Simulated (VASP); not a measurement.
# Te (P3_121) in VASP: relaxation of cell and atoms with PBEsol

Aim: the relaxation of cell and atoms of Te with PBEsol.

Program: VASP 6.6.1. These are calculated values, not measurements. Logs are shortened: lines on timing, memory, paths and dates and some standing lists are left out, and cuts for length are marked.

### Step 1. The cell of the first run

It takes space group P3_121 (No. 152, trigonal). Conventional cell: a = 4.317 Å, b = 4.317 Å, c = 5.969 Å, α = 90.00°, β = 90.00°, γ = 120.00°. Te (site symmetry 2) has 6 Te at 2.91 to 3.35 Å within 3.8 Å.

### Step 2. Relaxation of cell and atoms, PBEsol

Input file INCAR:

```
ALGO = Normal ; EDIFF = 1E-7
EDIFFG = -0.005 ; ENCUT = 600
GGA = PS ; IBRION = 2
ISIF = 3 ; ISMEAR = 0
LASPH = T ; LCHARG = F
LREAL = F ; LWAVE = F
NELM = 80 ; NSW = 70
PREC = Accurate ; SIGMA = 0.1
```

Input file KPOINTS:

```
k-points
0
Gamma
  12 12 8
```

Input file POSCAR:

```
Te
1.0
    4.3165953890      0.0000000000      0.0000000000
   -2.1582976945      3.7382812647      0.0000000000
    0.0000000000      0.0000000000      5.9691302748
Te
3
Direct
    0.2847541133      0.0000000000      0.3333333333
    0.0000000000      0.2847541133      0.6666666667
    0.7152458867      0.7152458867      0.0000000000
```

Potentials or basis: VASP PAW PBE potentials, release 64 (Te).

Launch:

```bash
$ cat potpaw_PBE.64/Te/POTCAR > POTCAR
$ mpirun -np 1 vasp_std > vasp.out
```

OUTCAR:

```text
EDIFF = 1E-7
   EDIFFG = -0.005
   ENCUT = 600
   GGA = PS
   IBRION = 2
   ISIF = 3
   ISMEAR = 0
   LASPH = T
   LREAL = F
   NELM = 80
   NSW = 70
   PREC = Accurate

 ion  position               nearest neighbor table
   1  0.285  0.000  0.333-   3 2.91   2 2.91   3 3.35   3 3.35   2 3.35   2 3.35
   2  0.000  0.285  0.667-   3 2.91   1 2.91   3 3.35   3 3.35   1 3.35   1 3.35
   3  0.715  0.715  0.000-   2 2.91   1 2.91   1 3.35   2 3.35   2 3.35   1 3.35

  LATTYP: Found a hexagonal cell.
 ALAT       =     4.3165953890
 C/A-ratio  =     1.3828329359

  Lattice vectors:

 A1 = (   4.3165953890,   0.0000000000,   0.0000000000)
 A2 = (  -2.1582976945,   3.7382812647,   0.0000000000)
 A3 = (   0.0000000000,   0.0000000000,   5.9691302748)

Analysis of symmetry for initial positions (statically):
=====================================================================
 Subroutine PRICEL returns:
 Original cell was already a primitive cell.

 Routine SETGRP: Setting up the symmetry group for a
 hexagonal supercell.

 Subroutine GETGRP returns: Found  6 space group operations
 (whereof  2 operations were pure point group operations)
 out of a pool of 24 trial point group operations.

The static configuration has the point symmetry C_2 .
 The point group associated with its full space group is D_3 .

Analysis of symmetry for dynamics (positions and initial velocities):
=====================================================================
 Subroutine PRICEL returns:
 Original cell was already a primitive cell.

 Routine SETGRP: Setting up the symmetry group for a
 hexagonal supercell.

 Subroutine GETGRP returns: Found  6 space group operations
 (whereof  2 operations were pure point group operations)
 out of a pool of 24 trial point group operations.

The dynamic configuration has the point symmetry C_2 .
 The point group associated with its full space group is D_3 .

 Subroutine INISYM returns: Found  6 space group operations
 (whereof  2 operations are pure point group operations),
 and found     1 'primitive' translations

----------------------------------------------------------------------------------------

                                     Primitive cell

  volume of cell :      96.3218

  direct lattice vectors                    reciprocal lattice vectors
     4.316595389  0.000000000  0.000000000     0.231664057  0.133751306  0.000000000
    -2.158297694  3.738281265  0.000000000     0.000000000  0.267502611  0.000000000
     0.000000000  0.000000000  5.969130275     0.000000000  0.000000000  0.167528594

  length of vectors
     4.316595389  4.316595389  5.969130275     0.267502611  0.267502611  0.167528594

  position of ions in fractional coordinates (direct lattice)
     0.284754113  0.000000000  0.333333333
     0.000000000  0.284754113  0.666666667
     0.715245887  0.715245887  0.000000000

  ion indices of the primitive-cell ions
   primitive index   ion index
                 1           1
                 2           2
                 3           3

----------------------------------------------------------------------------------------

 KPOINTS: k-points

Automatic generation of k-mesh.
 Grid dimensions read from file:
 generate k-points for:   12   12    8

 Generating k-lattice:

  Cartesian coordinates                     Fractional coordinates (reciprocal lattice)
     0.019305338  0.011145942  0.000000000     0.083333333  0.000000000  0.000000000
     0.000000000  0.022291884  0.000000000     0.000000000  0.083333333  0.000000000
     0.000000000  0.000000000  0.020941074     0.000000000  0.000000000  0.125000000

  Length of vectors
     0.022291884  0.022291884  0.020941074

  Shift w.r.t. Gamma in fractional coordinates (k-lattice)
     0.000000000  0.000000000  0.000000000

 Subroutine IBZKPT returns following result:
 ===========================================

 Found    131 irreducible k-points:

 Following reciprocal coordinates:
            Coordinates               Weight
  0.000000  0.000000  0.000000      1.000000
  0.083333  0.000000  0.000000      6.000000
  0.166667  0.000000  0.000000      6.000000
  0.250000  0.000000  0.000000      6.000000
  0.333333 -0.000000  0.000000      6.000000
  0.416667  0.000000  0.000000      6.000000
[... 16 lines left out ...]
  0.166667  0.000000  0.125000      6.000000
  0.000000  0.166667  0.125000      6.000000
 [... further k-points ...]
   k-points           NKPTS =    131   k-points in BZ     NKDIM =    131   number of bands    NBANDS=     13
   number of dos      NEDOS =    301   number of ions     NIONS =      3
   total plane-waves  NPLWV =  62208
   dimension x,y,z NGX =    36 NGY =   36 NGZ =   48
   dimension x,y,z NGXF=    72 NGYF=   72 NGZF=   96
   ions per type =               3
   NGX,Y,Z   is equivalent  to a cutoff of  13.86, 13.86, 13.37 a.u.
   NGXF,Y,Z  is equivalent  to a cutoff of  27.73, 27.73, 26.74 a.u.
 SYSTEM =  unknown system
   PREC   = accura    normal or accurate (medium, high low for compatibility)
   ISTART =      0    job   : 0-new  1-cont  2-samecut
   ICHARG =      2    charge: 1-file 2-atom 10-const
   ISPIN  =      1    spin polarized calculation?
   LNONCOLLINEAR =      F non collinear calculations
   LSORBIT =      F    spin-orbit coupling
   LASPH  =      T    aspherical Exc in radial PAW
   ENCUT  =  600.0 eV  44.10 Ry    6.64 a.u.   8.62  8.62 11.92*2*pi/ulx,y,z
   NELM   =     80;   NELMIN=  2; NELMDL= -5     # of ELM steps
   EDIFF  = 0.1E-06   stopping-criterion for ELM
   LREAL  =      F    real-space projection
   EDIFFG = -.5E-02   stopping-criterion for IOM
   NSW    =     70    number of steps for IOM
   IBRION =      2    ionic relax: 0-MD 1-quasi-New 2-CG
   NFREE  =      1    steps in history (QN), initial steepest desc. (CG)
   ISIF   =      3    stress and relaxation
   ISYM   =      2    0-nonsym 1-usesym 2-fastsym
   POTIM  = 0.5000    time-step for ionic-motion
   TEBEG  =    0.0;   TEEND  =   0.0 temperature during run
   PSTRESS=    0.0 pullay stress
   NELECT =      18.0000    total number of electrons
   NUPDOWN=      -1.0000    fix difference up-down
   EMIN   =  10.00;   EMAX   =-10.00  energy-range for DOS
   EFERMI =   0.00;   METHOD = LEGACY
   ISMEAR =     0;   SIGMA  =   0.10  broadening in eV -4-tet -1-fermi 0-gaus
   EFERMI_NEDOS =   21; number of points for ismear=-14 and -15
   IALGO  =     38    algorithm
   IMIX   =      4    mixing-type and parameters
     AMIX     =   0.40;   BMIX     =  1.00
     AMIX_MAG =   1.60;   BMIX_MAG =  1.00
  volume/ion in A,a.u.               =      32.11       216.67
  Fermi-wavevector in a.u.,A,eV,Ry     =   0.935961  1.768709 11.919005  0.876022
  Thomas-Fermi vector in A             =   2.062921
   LORBIT       =      0    0 simple, 1 ext, 2 COOP (PROOUT), +10 PAW based schemes
   GGA     = PS    functional components
   LHFCALC =     F    Hartree Fock is set to
   AEXX    =    0.0000 exact exchange contribution
   IVDW    =     0    specifies the selected vdW correction
   LEPSILON=     F    determine dielectric tensor
   LRPA    =     F    only Hartree local field effects (RPA)
 conjugate gradient relaxation of ions
 non-spin polarized calculation
 Gauss-broadening in eV      SIGMA  =   0.10
  energy-cutoff  :      600.00
  volume of cell :       96.32
 maximum number of plane-waves:      3240
 NGX is ok and might be reduce to    36
   NGX = 17   NGY = 17   NGZ = 23

--------------------------------------- Ionic step        1  -------------------------------------------

 number of electron      17.9999999 magnetization

 Free energy of the ion-electron system (eV)
  ---------------------------------------------------
  ext. energy  EPLUGINS =         0.00000000
  ---------------------------------------------------
  free energy    TOTEN  =       -10.58148683 eV

  energy without entropy =      -10.58121442  energy(sigma->0) =      -10.58135063

------------------------ aborting loop because EDIFF is reached ----------------------------------------

  FORCE on cell =-STRESS in cart. coord.  units (eV):
  Direction    XX          YY          ZZ          XY          YZ          ZX
  --------------------------------------------------------------------------------------
  -------------------------------------------------------------------------------------
  Total       -0.0703743     -0.0703743     -0.1212784     -0.0000000     -0.0000000      0.0000000
  in kB       -1.1705777     -1.1705777     -2.0172962     -0.0000000     -0.0000000      0.0000000
  external PRESSURE =      -1.4528172 kB  Pullay stress =       0.0000000 kB
[... 59 lines left out ...]
  energy  without entropy=      -10.5812765660  energy(sigma->0) =      -10.58141295

--------------------------------------- Ionic step        3  -------------------------------------------

 number of electron      17.9999999 magnetization

 Free energy of the ion-electron system (eV)
  ---------------------------------------------------
  ext. energy  EPLUGINS =         0.00000000
  ---------------------------------------------------
  free energy    TOTEN  =       -10.58160705 eV

  energy without entropy =      -10.58133443  energy(sigma->0) =      -10.58147074

 E-fermi :   6.6084     XC(G=0):  -9.5050

 val. band max:        6.5818437735   @ k =   0.3333   0.3333   0.5000
 cond. band min:       6.8170136511   @ k =   0.0000   0.0000   0.5000
 fundamental gap:      0.2351698776
 Fermi energy:         6.6083715342

 k-point     1 :       0.0000    0.0000    0.0000
  band No.  band energies     occupation
      1      -7.3500      2.00000
      2      -3.9620      2.00000
      3      -3.9620      2.00000
      4       3.6351      2.00000
      5       3.9804      2.00000
      6       3.9804      2.00000
      7       4.7911      2.00000
      8       4.7911      2.00000
      9       5.4353      2.00000
     10       7.5692      0.00000
     11       7.5692      0.00000
     12       8.2559      0.00000
     13      11.3651      0.00000
[... 353 lines left out ...]
 k-point    24 :       0.0000    0.1667    0.1250
  band No.  band energies     occupation
      1      -7.0711      2.00000
      2      -4.6297      2.00000
      3      -3.2436      2.00000
      4       2.3299      2.00000
      5       2.7176      2.00000
      6       3.4166      2.00000
      7       5.7254      2.00000
      8       5.8612      2.00000
      9       6.1430      2.00000
     10       6.9241      0.00001
     11       7.0963      0.00000
     12       7.6503      0.00000
     13      10.2030      0.00000

 [... further k-points ...]

------------------------ aborting loop because EDIFF is reached ----------------------------------------

  FORCE on cell =-STRESS in cart. coord.  units (eV):
  Direction    XX          YY          ZZ          XY          YZ          ZX
  --------------------------------------------------------------------------------------
  -------------------------------------------------------------------------------------
  Total        0.0037236      0.0037236     -0.0026859      0.0000000      0.0000000      0.0000000
  in kB        0.0620929      0.0620929     -0.0447889      0.0000000      0.0000000      0.0000000
  external PRESSURE =       0.0264656 kB  Pullay stress =       0.0000000 kB
[... 18 lines left out ...]
  FREE ENERGIE OF THE ION-ELECTRON SYSTEM (eV)
  ---------------------------------------------------
  free  energy   TOTEN  =       -10.5816070459 eV

  energy  without entropy=      -10.5813344313  energy(sigma->0) =      -10.58147074

 reached required accuracy - stopping structural energy minimisation
```

Wall time 4.7 min (1 thread of Intel Xeon Platinum 8259CL at 2.50GHz (Skylake/Cascade Lake), shared host); peak memory 0.36 GiB.

What came out:

- Free energy: -10.5816 eV
- Relaxed volume: 32.03 Å³/atom
- Relaxed cell: a = 4.314 Å, b = 4.314 Å, c = 5.962 Å, α = 90.00°, β = 90.00°, γ = 120.00°
- Space group after relaxing (to 0.1 Å): P3_121 (No. 152)
- Energy gained by relaxing: 0.0 meV/atom
- Ionic steps: 3
- Pressure after relaxing: 0.0 GPa
- Largest force after relaxing: 0.005 eV/Å
- Band gap on the k mesh: zero (filled and empty bands touch)

Forces in eV/Å, atoms in the order of the input:
```
Te   0.005  0.000  0.000
Te  -0.002  0.004  0.000
Te  -0.002 -0.004  0.000
```

The path:
```
step  energy change (eV)  largest force (eV/Å)  pressure (GPa)  volume (Å³)
   1              0.0000                0.0057           -0.15        96.32
   2             -0.0001                0.0118            0.11        95.92
   3             -0.0001                0.0047            0.00        96.08
```

Final structure:
```yaml
crystal:
  lattice:
    - [4.31369, 0.00000, 0.00000]
    - [-2.15684, 3.73576, 0.00000]
    - [0.00000, 0.00000, 5.96221]
  atoms:
    - { symbol: Te, position: [0.28472, 0.00000, 0.33333] }
    - { symbol: Te, position: [0.00000, 0.28472, 0.66667] }
    - { symbol: Te, position: [0.71528, 0.71528, 0.00000] }
```

Caveat: the PAW data sets were made with another functional, which shifts forces and pressure a little; spin-orbit coupling is left out, which moves the levels of the heavy elements.

The gap in the log of VASP goes by the Fermi energy; the results here count the filled bands.